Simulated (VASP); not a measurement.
P2O (antifluorite type), 3 atoms in the cell. Symmetry: Fm-3m, No. 225, cubic system. Conventional cell: a = 5.429 Å, b = 5.429 Å, c = 5.429 Å, α = 90.00°, β = 90.00°, γ = 90.00°. Within 3.1 Å of P (site symmetry -43m) lie 4 O at 2.35 Å and 6 P at 2.71 Å. O (site symmetry m-3m) has 8 P at 2.35 Å within 3.1 Å. 

- Program: VASP 6.6.1
- Task: single point
- Functional: PBE
- Potentials or basis: VASP PAW PBE potentials, release 64 (P, O)
- Cutoff: 520 eV
- k mesh: 18 × 18 × 18
- Occupations: fermi-dirac, width 0.0612256 eV
- Spin: no spin polarisation
- Dipole correction: no
- Further INCAR settings: ALGO = Normal; EDIFF = 1e-07; NBANDS = 15

Potentials or basis: VASP PAW PBE potentials, release 64 (P, O).

Command:

```console
$ cat potpaw_PBE.64/P/POTCAR potpaw_PBE.64/O/POTCAR > POTCAR
$ mpirun -np 1 vasp_std > vasp.out
```

Hardware: 1 thread of AMD EPYC 9R45 96-Core Processor (Zen 5) (shared host).

How long does it take, and how much memory?

Wall time 73 s on 1 thread of AMD EPYC 9R45 96-Core Processor (Zen 5) (shared host), peak memory 0.2 GiB. Counts: scf iterations 16, k points 195.
